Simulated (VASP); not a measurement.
Wanted: the native input for a VASP 6.6.1 run.

| Item | Value |
| --- | --- |
| Task | single point |
| Functional | PBE |
| Potentials or basis | VASP PAW PBE potentials, release 64 (Mo_sv, S) |
| Cutoff | 500 eV |
| k mesh | 9 × 9 × 2 |
| Occupations | methfessel-paxton, width 0.134 eV |
| Spin | no spin polarisation |
| Dipole correction | no |
| Further INCAR settings | ALGO = Normal; EDIFF = 1e-06; NBANDS = 35 |

The structure of MoS2 lies in POSCAR:

```
MoS2
1.0
    3.1690000000      0.0000000000      0.0000000000
   -1.5845000000      2.7444350000      0.0000000000
    0.0000000000      0.0000000000     12.3240000000
Mo S
2 4
Direct
    0.3333333333      0.6666666667      0.2500000000
    0.6666666667      0.3333333333      0.7500000000
    0.3333333333      0.6666666667      0.6230000000
    0.6666666667      0.3333333333      0.1230000000
    0.3333333333      0.6666666667      0.8770000000
    0.6666666667      0.3333333333      0.3770000000
```

The input as run:

INCAR

```
ALGO     = Normal         # electronic algorithm
EDIFF    = 1E-6           # SCF threshold, eV
ENCUT    = 500            # plane-wave cutoff, eV
GGA      = PE             # functional
GGA_COMPAT= False        
ISIF     = 2              # what is computed and relaxed
ISMEAR   = 1              # smearing method
LASPH    = True           # aspherical terms in the spheres
LCHARG   = False          # write CHGCAR
LREAL    = False          # projectors in reciprocal space
LWAVE    = False          # write WAVECAR
NBANDS   = 35             # bands
NELM     = 120            # most SCF steps
PREC     = Accurate       # precision mode
SIGMA    = 0.134          # smearing width, eV
```

KPOINTS

```
k-points
0
Gamma
  9 9 2
```

Potentials or basis: VASP PAW PBE potentials, release 64 (Mo_sv, S).

Command:

```bash
$ cat potpaw_PBE.64/Mo_sv/POTCAR potpaw_PBE.64/S/POTCAR > POTCAR
$ mpirun -np 1 vasp_std > vasp.out
```

It gave:

| Property | Result |
| --- | --- |
| Pressure | 1.9 GPa |
| Largest force | 0.078 eV/Å |
| Band gap on the k mesh | 0.97 eV, indirect (least direct gap 1.66 eV) |

Caveat: this functional lacks dispersion, which binds the layers, so the pressure and a relaxed spacing across them are unreliable.

Wall time 120 s on 1 thread of AMD EPYC 7R43 64-Core Processor (Zen 3) (shared host), peak memory 0.2 GiB.
